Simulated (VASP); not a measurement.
# B (P6/mmm) in VASP: further runs, part 2 of 2

VASP 6.6.1.

## Step 4: Single point, PBE

This run uses another cell than the first one, of 8.16 Å³/atom, 0.950 times its volume.

The input, INCAR:

```
SYSTEM = B
PREC = Accurate ; ENCUT = 520
EDIFF = 1E-6 ; ISMEAR = 0
SIGMA = 0.1 ; LREAL = .False.
LASPH = .True. ; NELM = 80
ALGO = Normal ; ISIF = 2
LWAVE = .False. ; LCHARG = .False.
GGA = PE ; NBANDS = 10
```

The input, KPOINTS:

```
Automatic mesh
0
Gamma
  12 12 4
  0 0 0
```

The input, POSCAR:

```
B
1.0
    1.8469669061      0.0000000000      0.0000000000
   -0.9234834530      1.5995202606      0.0000000000
    0.0000000000      0.0000000000      5.5227976792
B
2
Direct
    0.0000000000      0.0000000000      0.1641726181
    0.0000000000      0.0000000000      0.8358273819
```

Potentials or basis: VASP PAW PBE potentials, release 64 (B).

On the command line:

```
$ cat potpaw_PBE.64/B/POTCAR > POTCAR
$ mpirun -np 1 vasp_std > vasp.out
```

OUTCAR:

```text
SYSTEM = B
   PREC = Accurate
   ENCUT = 520
   EDIFF = 1E-6
   ISMEAR = 0
   LREAL = .False.
   LASPH = .True.
   NELM = 80
   ISIF = 2
   GGA = PE

 ion  position               nearest neighbor table
   1  0.000  0.000  0.164-   2 1.81
   2  0.000  0.000  0.836-   1 1.81

  LATTYP: Found a hexagonal cell.
 ALAT       =     1.8469669061
 C/A-ratio  =     2.9901985038

  Lattice vectors:

 A1 = (   1.8469669061,   0.0000000000,   0.0000000000)
 A2 = (  -0.9234834530,   1.5995202606,   0.0000000000)
 A3 = (   0.0000000000,   0.0000000000,   5.5227976792)

Analysis of symmetry for initial positions (statically):
=====================================================================
 Subroutine PRICEL returns:
 Original cell was already a primitive cell.

 Routine SETGRP: Setting up the symmetry group for a
 hexagonal supercell.

 Subroutine GETGRP returns: Found 24 space group operations
 (whereof 24 operations were pure point group operations)
 out of a pool of 24 trial point group operations.

[... 168 lines left out ...]
 Fermi energy:         6.6001441687

 k-point     1 :       0.0000    0.0000    0.0000
  band No.  band energies     occupation
      1     -11.5336      2.00000
      2      -6.7476      2.00000
      3      -2.2905      2.00000
      4       8.6593      0.00000
      5      11.5714      0.00000
      6      25.6483      0.00000
      7      25.6483      0.00000
      8      27.3740      0.00000
      9      27.3740      0.00000
     10      28.8125      0.00000
[... 287 lines left out ...]
 k-point    24 :       0.3333    0.0000    0.2500
  band No.  band energies     occupation
      1      -6.6220      2.00000
      2      -2.5648      2.00000
      3       3.7758      2.00000
      4       9.7402      0.00000
      5      10.8500      0.00000
      6      16.2708      0.00000
      7      19.6883      0.00000
      8      20.0017      0.00000
      9      21.8482      0.00000
     10      24.8711      0.00000

 [... further k-points ...]

------------------------ aborting loop because EDIFF is reached ----------------------------------------

  FORCE on cell =-STRESS in cart. coord.  units (eV):
  Direction    XX          YY          ZZ          XY          YZ          ZX
  --------------------------------------------------------------------------------------
  -------------------------------------------------------------------------------------
  Total        0.0012827      0.0012827      0.0208496      0.0000000      0.0000000      0.0000000
  in kB        0.1259599      0.1259599      2.0473863      0.0000000      0.0000000      0.0000000
  external PRESSURE =       0.7664354 kB  Pullay stress =       0.0000000 kB

 VOLUME and BASIS-vectors are now :
 -----------------------------------------------------------------------------
  energy-cutoff  :      520.00
  volume of cell :       16.32
      direct lattice vectors                 reciprocal lattice vectors
     1.846966906  0.000000000  0.000000000     0.541428218  0.312593727  0.000000000
    -0.923483453  1.599520261  0.000000000     0.000000000  0.625187454  0.000000000
     0.000000000  0.000000000  5.522797679     0.000000000  0.000000000  0.181067651

 POSITION                                       TOTAL-FORCE (eV/Angst)
 -----------------------------------------------------------------------------------
      0.00000      0.00000      0.90669        -0.000000      0.000000      0.033110
      0.00000      0.00000      4.61611         0.000000     -0.000000     -0.033110
 -----------------------------------------------------------------------------------
    total drift:                                0.000000     -0.000000     -0.000000

  FREE ENERGIE OF THE ION-ELECTRON SYSTEM (eV)
  ---------------------------------------------------
  free  energy   TOTEN  =       -11.7018753151 eV

  energy  without entropy=      -11.7011090631  energy(sigma->0) =      -11.70149219
```

OSZICAR:

```text
N       E                     dE             d eps       ncg     rms          rms(c)
DAV:   1    -0.305921387318E+00   -0.30592E+00   -0.29308E+03  1140   0.518E+02
DAV:   2    -0.124055295597E+02   -0.12100E+02   -0.11874E+02  1546   0.953E+01
DAV:   3    -0.125946603171E+02   -0.18913E+00   -0.18887E+00  1300   0.848E+00
DAV:   4    -0.125949876722E+02   -0.32736E-03   -0.32734E-03  1226   0.430E-01
DAV:   5    -0.125949881435E+02   -0.47130E-06   -0.47112E-06  1266   0.162E-02    0.393E+00
DAV:   6    -0.118206471789E+02    0.77434E+00   -0.19110E+00  1156   0.509E+00    0.200E+00
DAV:   7    -0.117091947757E+02    0.11145E+00   -0.43816E-01  1192   0.247E+00    0.798E-01
DAV:   8    -0.117020103302E+02    0.71844E-02   -0.31349E-02  1172   0.988E-01    0.127E-01
DAV:   9    -0.117017008954E+02    0.30943E-03   -0.31879E-03  1188   0.269E-01    0.556E-02
DAV:  10    -0.117018700958E+02   -0.16920E-03   -0.29610E-04  1198   0.998E-02    0.889E-03
DAV:  11    -0.117018734729E+02   -0.33771E-05   -0.12665E-05  1252   0.198E-02    0.549E-03
DAV:  12    -0.117018753251E+02   -0.18523E-05   -0.16633E-05  1178   0.182E-02    0.855E-04
DAV:  13    -0.117018753151E+02    0.10085E-07   -0.13036E-07   680   0.249E-03
   1 F= -.11701875E+02 E0= -.11701492E+02  d E =-.766252E-03
```

Run time: 9.5 s. Hardware: 1 thread of Intel Xeon Platinum 8259CL at 2.50GHz (Skylake/Cascade Lake), shared host; peak memory 0.12 GiB.

Results:

| Property | Result |
| --- | --- |
| Free energy | -11.7019 eV |
| Pressure | 0.1 GPa |
| Largest force | 0.033 eV/Å |
| Band gap on the k mesh | zero (band 3 reaches 6.96 eV, above the bottom of band 4 at 5.16 eV) |

Forces in eV/Å, atoms in the order of the input:
```
B    0.000  0.000  0.033
B    0.000  0.000 -0.033
```

Stress tensor (GPa, compression positive):
```
0.01 0.00 0.00
0.00 0.01 0.00
0.00 0.00 0.20
```

Caveat: this functional lacks dispersion, which binds the layers, so the pressure and a relaxed spacing across them are unreliable.

## Step 5: Summary

```csv
cell,k mesh,gap on the mesh (eV),pressure (GPa),largest force (eV/Å)
"a = 1.875, b = 1.875, c = 5.642 Å, angles 90.0, 90.0, 120.0°, 2 atoms",6 × 6 × 4,none,0.1,0.01
"a = 2.771, b = 2.771, c = 4.884 Å, angles 90.0, 90.0, 120.0°, 2 atoms",6 × 6 × 4,none,-16.5,0.36
"a = 1.847, b = 1.847, c = 5.523 Å, angles 90.0, 90.0, 120.0°, 2 atoms",12 × 12 × 4,none,0.1,0.03
```

Alike in all rows: task single point; level PBE; potentials or basis VASP PAW PBE potentials, release 64 (B); no spin polarisation; cutoff (eV) 520; smearing gaussian 0.1 eV.

Caveats: some runs use coarse meshes; this functional lacks dispersion, which binds the layers, so the pressure and a relaxed spacing across them are unreliable.

Total energies depend on the potentials used, so only differences within one code and one set of settings carry meaning.
